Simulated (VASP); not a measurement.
Input of a VASP 6.6.1 run:

Contents of POSCAR:

```
MnSb
1.0
    0.0000000000      3.1410835430      3.1410835430
    3.1410835430      0.0000000000      3.1410835430
    3.1410835430      3.1410835430      0.0000000000
Mn Sb
1 1
Direct
    0.0000000000      0.0000000000      0.0000000000
    0.2500000000      0.2500000000      0.2500000000
```

The input INCAR.step1:

```
SYSTEM = MnSb
ALGO = Normal
EDIFF = 1E-4
ENCUT = 520
GGA = PE
ISMEAR = 0
ISPIN = 2
LASPH = .True.
LCHARG = .False.
LMAXMIX = 4
LREAL = .False.
LWAVE = .True.
MAGMOM = 4.56 0
NBANDS = 20
NELM = 150
PREC = Accurate
SIGMA = 0.05
```

Contents of INCAR.step2:

```
SYSTEM = MnSb
ALGO = Normal
EDIFF = 1E-7
ENCUT = 520
ISIF = 2
ISMEAR = 0
ISPIN = 2
ISTART = 1
LASPH = .True.
LCHARG = .True.
LELF = .True.
LMAXMIX = 4
LMIXTAU = .True.
LORBIT = 11
LREAL = .False.
LVHAR = .True.
LWAVE = .False.
MAGMOM = 4.56 0
METAGGA = R2SCAN
NBANDS = 20
NELM = 150
PREC = Accurate
SIGMA = 0.05
```

Contents of KPOINTS:

```
k-points
0
Gamma
  10 10 10
  0 0 0
```

Potentials or basis: VASP PAW PBE potentials, release 64 (Mn_pv, Sb).

Run with:

```console
$ cat potpaw_PBE.64/Mn_pv/POTCAR potpaw_PBE.64/Sb/POTCAR > POTCAR
$ cp INCAR.step1 INCAR
$ mpirun -np 1 vasp_std > vasp.out
$ cp INCAR.step2 INCAR
$ mpirun -np 1 vasp_std > vasp.out
```

Problem. Predict the site moments.

Solution. Mn +4.16; Sb -0.29 μB.

Problem. Estimate the net moment.

Solution. 4.00 μB per cell.

Problem. What does it give for the band gap on the k mesh?

Solution. Zero (filled and empty bands overlap).

Problem. Predict the pressure.

Solution. -1.5 GPa.

Caveat: the PAW data sets were made with another functional, which shifts forces and pressure a little; spin-orbit coupling is left out, which moves the levels of the heavy elements; a cell with one magnetic atom can't hold antiferromagnetic order, which such compounds often take.
